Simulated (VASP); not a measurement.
# Te (P3_121) in VASP: notebook

Te is run at these levels: PBE; tasks: single point.

All numbers are computed with VASP 6.6.1; they aren't measurements. Logs are shortened: lines on timing, memory, paths and dates and some standing lists are left out, and cuts for length are marked.

**1. The cell of the first run**

The structure is trigonal, space group P3_121 (No. 152). The conventional cell has a = 4.367 Å, b = 4.367 Å, c = 5.804 Å, α = 90.00°, β = 90.00°, γ = 120.00°. Within 3.6 Å of Te (site symmetry 2) lie 6 Te at 2.73 to 3.46 Å.

**2. Single point, PBE (31.95 Å³/atom)**

File INCAR:

```
  PREC = Accurate
  ENCUT = 520
  EDIFF = 1E-6
  ISMEAR = -1
  SIGMA = 0.08
  LREAL = F
  LASPH = T
  NELM = 80
  ALGO = Normal
  ISIF = 2
  LWAVE = F
  LCHARG = F
  GGA = PE
  NBANDS = 16
```

File KPOINTS:

```
Automatic mesh
0
Gamma
  9 9 6
```

File POSCAR:

```
Te
1.0
    4.3669943424      0.0000000000      0.0000000000
   -2.1834971712      3.7819280387      0.0000000000
    0.0000000000      0.0000000000      5.8040476941
Te
3
Direct
    0.7450000000      0.0000000000      0.3333333333
    0.0000000000      0.7450000000      0.6666666667
    0.2550000000      0.2550000000      0.0000000000
```

Potentials or basis: VASP PAW PBE potentials, release 64 (Te).

Run with:

```
$ cat potpaw_PBE.64/Te/POTCAR > POTCAR
$ mpirun -np 1 vasp_std > vasp.out
```

OUTCAR:

```text
PREC = Accurate
   ENCUT = 520
   EDIFF = 1E-6
   ISMEAR = -1
   LREAL = F
   LASPH = T
   NELM = 80
   ISIF = 2
   GGA = PE

 ion  position               nearest neighbor table
   1  0.745  0.000  0.333-   3 2.73   2 2.73   3 3.46   3 3.46   2 3.46   2 3.46
   2  0.000  0.745  0.667-   3 2.73   1 2.73   3 3.46   3 3.46   1 3.46   1 3.46
   3  0.255  0.255  0.000-   2 2.73   1 2.73   1 3.46   2 3.46   2 3.46   1 3.46

  LATTYP: Found a hexagonal cell.
 ALAT       =     4.3669943424
 C/A-ratio  =     1.3290714938

  Lattice vectors:

 A1 = (   4.3669943424,   0.0000000000,   0.0000000000)
 A2 = (  -2.1834971712,   3.7819280387,   0.0000000000)
 A3 = (   0.0000000000,   0.0000000000,   5.8040476941)

Analysis of symmetry for initial positions (statically):
=====================================================================
 Subroutine PRICEL returns:
 Original cell was already a primitive cell.

 Routine SETGRP: Setting up the symmetry group for a
 hexagonal supercell.

 Subroutine GETGRP returns: Found  6 space group operations
 (whereof  2 operations were pure point group operations)
 out of a pool of 24 trial point group operations.

The static configuration has the point symmetry C_2 .
 The point group associated with its full space group is D_3 .

Analysis of symmetry for dynamics (positions and initial velocities):
=====================================================================
 Subroutine PRICEL returns:
 Original cell was already a primitive cell.

 Routine SETGRP: Setting up the symmetry group for a
 hexagonal supercell.

 Subroutine GETGRP returns: Found  6 space group operations
 (whereof  2 operations were pure point group operations)
 out of a pool of 24 trial point group operations.

The dynamic configuration has the point symmetry C_2 .
 The point group associated with its full space group is D_3 .

 Subroutine INISYM returns: Found  6 space group operations
 (whereof  2 operations are pure point group operations),
 and found     1 'primitive' translations

----------------------------------------------------------------------------------------

                                     Primitive cell

  volume of cell :      95.8577

  direct lattice vectors                    reciprocal lattice vectors
     4.366994342  0.000000000  0.000000000     0.228990450  0.132207698  0.000000000
    -2.183497171  3.781928039  0.000000000     0.000000000  0.264415396  0.000000000
     0.000000000  0.000000000  5.804047694     0.000000000  0.000000000  0.172293553

  length of vectors
     4.366994342  4.366994342  5.804047694     0.264415396  0.264415396  0.172293553

  position of ions in fractional coordinates (direct lattice)
     0.745000000  0.000000000  0.333333333
     0.000000000  0.745000000  0.666666667
     0.255000000  0.255000000  0.000000000

  ion indices of the primitive-cell ions
   primitive index   ion index
                 1           1
                 2           2
                 3           3

----------------------------------------------------------------------------------------

 KPOINTS: Automatic mesh

Automatic generation of k-mesh.
 Grid dimensions read from file:
 generate k-points for:    9    9    6

 Generating k-lattice:

  Cartesian coordinates                     Fractional coordinates (reciprocal lattice)
     0.025443383  0.014689744  0.000000000     0.111111111  0.000000000  0.000000000
     0.000000000  0.029379488  0.000000000     0.000000000  0.111111111  0.000000000
     0.000000000  0.000000000  0.028715592     0.000000000  0.000000000  0.166666667

  Length of vectors
     0.029379488  0.029379488  0.028715592

  Shift w.r.t. Gamma in fractional coordinates (k-lattice)
     0.000000000  0.000000000  0.000000000

 Subroutine IBZKPT returns following result:
 ===========================================

 Found     62 irreducible k-points:

 Following reciprocal coordinates:
            Coordinates               Weight
  0.000000  0.000000  0.000000      1.000000
  0.111111  0.000000  0.000000      6.000000
  0.222222  0.000000  0.000000      6.000000
  0.333333  0.000000  0.000000      6.000000
  0.444444  0.000000  0.000000      6.000000
  0.111111  0.111111  0.000000      6.000000
[... 16 lines left out ...]
  0.222222  0.111111  0.166667     12.000000
 -0.111111  0.333333  0.166667     12.000000
 [... further k-points ...]
   k-points           NKPTS =     62   k-points in BZ     NKDIM =     62   number of bands    NBANDS=     16
   number of dos      NEDOS =    301   number of ions     NIONS =      3
   total plane-waves  NPLWV =  49152
   dimension x,y,z NGX =    32 NGY =   32 NGZ =   48
   dimension x,y,z NGXF=    64 NGYF=   64 NGZF=   96
   ions per type =               3
   NGX,Y,Z   is equivalent  to a cutoff of  12.18, 12.18, 13.75 a.u.
   NGXF,Y,Z  is equivalent  to a cutoff of  24.36, 24.36, 27.50 a.u.
 SYSTEM =  unknown system
   PREC   = accura    normal or accurate (medium, high low for compatibility)
   ISTART =      0    job   : 0-new  1-cont  2-samecut
   ICHARG =      2    charge: 1-file 2-atom 10-const
   ISPIN  =      1    spin polarized calculation?
   LNONCOLLINEAR =      F non collinear calculations
   LSORBIT =      F    spin-orbit coupling
   LASPH  =      T    aspherical Exc in radial PAW
   ENCUT  =  520.0 eV  38.22 Ry    6.18 a.u.   8.12  8.12 10.79*2*pi/ulx,y,z
   NELM   =     80;   NELMIN=  2; NELMDL= -5     # of ELM steps
   EDIFF  = 0.1E-05   stopping-criterion for ELM
   LREAL  =      F    real-space projection
   EDIFFG = 0.1E-04   stopping-criterion for IOM
   NSW    =      0    number of steps for IOM
   IBRION =     -1    ionic relax: 0-MD 1-quasi-New 2-CG
   NFREE  =      0    steps in history (QN), initial steepest desc. (CG)
   ISIF   =      2    stress and relaxation
   ISYM   =      2    0-nonsym 1-usesym 2-fastsym
   POTIM  = 0.5000    time-step for ionic-motion
   TEBEG  =    0.0;   TEEND  =   0.0 temperature during run
   PSTRESS=    0.0 pullay stress
   NELECT =      18.0000    total number of electrons
   NUPDOWN=      -1.0000    fix difference up-down
   EMIN   =  10.00;   EMAX   =-10.00  energy-range for DOS
   EFERMI =   0.00;   METHOD = LEGACY
   ISMEAR =    -1;   SIGMA  =   0.08  broadening in eV -4-tet -1-fermi 0-gaus
   EFERMI_NEDOS =   21; number of points for ismear=-14 and -15
   IALGO  =     38    algorithm
   IMIX   =      4    mixing-type and parameters
     AMIX     =   0.40;   BMIX     =  1.00
     AMIX_MAG =   1.60;   BMIX_MAG =  1.00
  volume/ion in A,a.u.               =      31.95       215.63
  Fermi-wavevector in a.u.,A,eV,Ry     =   0.937469  1.771559 11.957443  0.878847
  Thomas-Fermi vector in A             =   2.064583
   LORBIT       =      0    0 simple, 1 ext, 2 COOP (PROOUT), +10 PAW based schemes
   GGA     = PE    functional components
   LHFCALC =     F    Hartree Fock is set to
   AEXX    =    0.0000 exact exchange contribution
   IVDW    =     0    specifies the selected vdW correction
   LEPSILON=     F    determine dielectric tensor
   LRPA    =     F    only Hartree local field effects (RPA)
 non-spin polarized calculation
  energy-cutoff  :      520.00
  volume of cell :       95.86
 maximum number of plane-waves:      2600
   NGX = 17   NGY = 17   NGZ = 21

 number of electron      18.0000000 magnetization

 Free energy of the ion-electron system (eV)
  ---------------------------------------------------
  ext. energy  EPLUGINS =         0.00000000
  ---------------------------------------------------
  free energy    TOTEN  =        -9.15546156 eV

  energy without entropy =       -9.15351096  energy(sigma->0) =       -9.15448626

 E-fermi :   6.8768     XC(G=0):  -9.3072

 val. band max:        6.8730448483   @ k =   0.3333   0.3333   0.5000
 cond. band min:       7.2971319804   @ k =   0.0000   0.0000   0.5000
 fundamental gap:      0.4240871322
 Fermi energy:         6.8767751345

 k-point     1 :       0.0000    0.0000    0.0000
  band No.  band energies     occupation
      1      -7.5329      2.00000
      2      -3.8280      2.00000
      3      -3.8280      2.00000
      4       3.3422      2.00000
      5       3.7609      2.00000
      6       3.7609      2.00000
[... 8 lines left out ...]
     15      12.6256      0.00000
     16      13.0598      0.00000

 k-point     2 :       0.1111    0.0000    0.0000
  band No.  band energies     occupation
      1      -7.4481      2.00000
      2      -3.8473      2.00000
      3      -3.7934      2.00000
      4       2.6974      2.00000
      5       3.3180      2.00000
      6       3.5786      2.00000
[... 8 lines left out ...]
     15      12.7288      0.00000
     16      12.9503      0.00000

 k-point     3 :       0.2222    0.0000    0.0000
  band No.  band energies     occupation
      1      -7.2074      2.00000
      2      -3.9461      2.00000
      3      -3.7006      2.00000
      4       1.8465      2.00000
      5       2.7009      2.00000
      6       3.2079      2.00000
[... 8 lines left out ...]
     15      12.9302      0.00000
     16      13.5232      0.00000

 k-point     4 :       0.3333    0.0000    0.0000
  band No.  band energies     occupation
      1      -6.8653      2.00000
      2      -4.1808      2.00000
      3      -3.5848      2.00000
      4       1.4002      2.00000
      5       2.2060      2.00000
      6       2.9051      2.00000
[... 8 lines left out ...]
     15      13.7061      0.00000
     16      14.4672      0.00000

 k-point     5 :       0.4444    0.0000    0.0000
  band No.  band energies     occupation
      1      -6.5682      2.00000
      2      -4.4446      2.00000
      3      -3.5026      2.00000
      4       1.3242      2.00000
      5       1.9572      2.00000
      6       2.8464      2.00000
[... 8 lines left out ...]
     15      14.9915      0.00000
     16      15.3828      0.00000

 k-point     6 :       0.1111    0.1111    0.0000
  band No.  band energies     occupation
      1      -7.2850      2.00000
      2      -3.8923      2.00000
      3      -3.7450      2.00000
      4       2.1177      2.00000
      5       2.5902      2.00000
      6       3.6295      2.00000
[... 8 lines left out ...]
     15      12.9848      0.00000
     16      13.3383      0.00000

 k-point     7 :       0.2222    0.1111    0.0000
  band No.  band energies     occupation
      1      -6.9900      2.00000
      2      -4.0352      2.00000
      3      -3.6771      2.00000
      4       1.5876      2.00000
      5       2.0887      2.00000
      6       3.3363      2.00000
[... 8 lines left out ...]
     15      13.6360      0.00000
     16      14.0137      0.00000

 k-point     8 :       0.3333    0.1111    0.0000
  band No.  band energies     occupation
      1      -6.6542      2.00000
      2      -4.2883      2.00000
      3      -3.6121      2.00000
      4       1.3889      2.00000
      5       1.8912      2.00000
      6       2.9979      2.00000
[... 8 lines left out ...]
     15      14.6511      0.00000
     16      14.9490      0.00000

 k-point     9 :       0.4444    0.1111    0.0000
  band No.  band energies     occupation
      1      -6.4851      2.00000
      2      -4.4397      2.00000
      3      -3.5848      2.00000
      4       1.3901      2.00000
      5       1.8668      2.00000
      6       3.0399      2.00000
[... 8 lines left out ...]
     15      14.6354      0.00000
     16      15.5990      0.00000
[... 172 lines left out ...]
 k-point    19 :       0.0000    0.3333    0.1667
  band No.  band energies     occupation
      1      -6.7723      2.00000
      2      -4.5988      2.00000
      3      -3.3179      2.00000
      4       1.7175      2.00000
      5       2.3037      2.00000
      6       3.2231      2.00000
[... 8 lines left out ...]
     15      13.0856      0.00000
     16      13.7332      0.00000

 k-point    20 :       0.4444    0.0000    0.1667
  band No.  band energies     occupation
      1      -6.4705      2.00000
      2      -4.7509      2.00000
      3      -3.2878      2.00000
      4       1.2251      2.00000
      5       1.6007      2.00000
      6       2.8431      2.00000
[... 8 lines left out ...]
     15      14.7008      0.00000
     16      15.1522      0.00000

 k-point    21 :       0.0000    0.4444    0.1667
  band No.  band energies     occupation
      1      -6.4823      2.00000
      2      -4.6536      2.00000
      3      -3.4449      2.00000
      4       1.5816      2.00000
      5       1.6562      2.00000
      6       2.9340      2.00000
[... 8 lines left out ...]
     15      14.3388      0.00000
     16      14.9704      0.00000

 k-point    22 :       0.1111    0.1111    0.1667
  band No.  band energies     occupation
      1      -7.1777      2.00000
      2      -4.7743      2.00000
      3      -2.8681      2.00000
      4       2.1960      2.00000
      5       2.5641      2.00000
      6       3.6111      2.00000
[... 8 lines left out ...]
     15      12.8251      0.00000
     16      13.0750      0.00000

 k-point    23 :       0.2222    0.1111    0.1667
  band No.  band energies     occupation
      1      -6.8848      2.00000
      2      -4.7121      2.00000
      3      -3.0379      2.00000
      4       1.5394      2.00000
      5       2.0141      2.00000
      6       3.2088      2.00000
[... 8 lines left out ...]
     15      13.5879      0.00000
     16      14.3067      0.00000

 k-point    24 :      -0.1111    0.3333    0.1667
  band No.  band energies     occupation
      1      -6.8904      2.00000
      2      -4.6494      2.00000
      3      -3.1610      2.00000
      4       1.7483      2.00000
      5       2.2391      2.00000
      6       3.3932      2.00000
[... 8 lines left out ...]
     15      13.1980      0.00000
     16      13.6998      0.00000

 [... further k-points ...]

------------------------ aborting loop because EDIFF is reached ----------------------------------------

  FORCE on cell =-STRESS in cart. coord.  units (eV):
  Direction    XX          YY          ZZ          XY          YZ          ZX
  --------------------------------------------------------------------------------------
  -------------------------------------------------------------------------------------
  Total        3.6452783      3.6452783      5.6039440      0.0000000      0.0000000      0.0000000
  in kB       60.9276467     60.9276467     93.6650366      0.0000000      0.0000000      0.0000000
  external PRESSURE =      71.8401100 kB  Pullay stress =       0.0000000 kB

 VOLUME and BASIS-vectors are now :
 -----------------------------------------------------------------------------
  energy-cutoff  :      520.00
  volume of cell :       95.86
      direct lattice vectors                 reciprocal lattice vectors
     4.366994342  0.000000000  0.000000000     0.228990450  0.132207698  0.000000000
    -2.183497171  3.781928039  0.000000000     0.000000000  0.264415396  0.000000000
     0.000000000  0.000000000  5.804047694     0.000000000  0.000000000  0.172293553

 POSITION                                       TOTAL-FORCE (eV/Angst)
 -----------------------------------------------------------------------------------
      3.25341      0.00000      1.93468        -1.124863      0.000000      0.000000
     -1.62671      2.81754      3.86937         0.562431     -0.974160      0.000000
      0.55679      0.96439      0.00000         0.562431      0.974160      0.000000
 -----------------------------------------------------------------------------------
    total drift:                               -0.000000     -0.000000      0.000000

  FREE ENERGIE OF THE ION-ELECTRON SYSTEM (eV)
  ---------------------------------------------------
  free  energy   TOTEN  =        -9.1554615616 eV

  energy  without entropy=       -9.1535109590  energy(sigma->0) =       -9.15448626
```

Wall time 27 s (1 thread of Intel Xeon 6975P-C (Granite Rapids), shared host); peak memory 0.25 GiB.

Results:

```
Free energy            : -9.1555 eV
Pressure               : 7.2 GPa
Largest force          : 1.125 eV/Å
Band gap on the k mesh : 0.13 eV
```

Forces on the atoms (eV/Å):
```
Te  -1.125  0.000  0.000
Te   0.562 -0.974  0.000
Te   0.562  0.974  0.000
```

Levels at points of the mesh, in eV from the valence-band top:
```
           k point  band 5  band 6  band 7  band 8  band 9  band 10  band 11  band 12  band 13  band 14
(0.00, 0.00, 0.00)   -2.98   -2.98   -1.85   -1.85   -0.74     1.13     1.13     1.79     4.73     4.73
(0.00, 0.00, 0.50)   -2.89   -2.89   -1.55   -1.25   -1.25     0.55     0.75     0.75     3.78     5.22
```

Caveat: the cell stands under pressure; spin-orbit coupling is left out, which moves the levels of the heavy elements; forces of over 1 eV/Å act on the atoms, so gaps and moduli don't describe the material at rest. A k mesh can miss the band edges.

[end of part 1 of 2]

The gap in the log of VASP goes by the Fermi energy; the results here count the filled bands.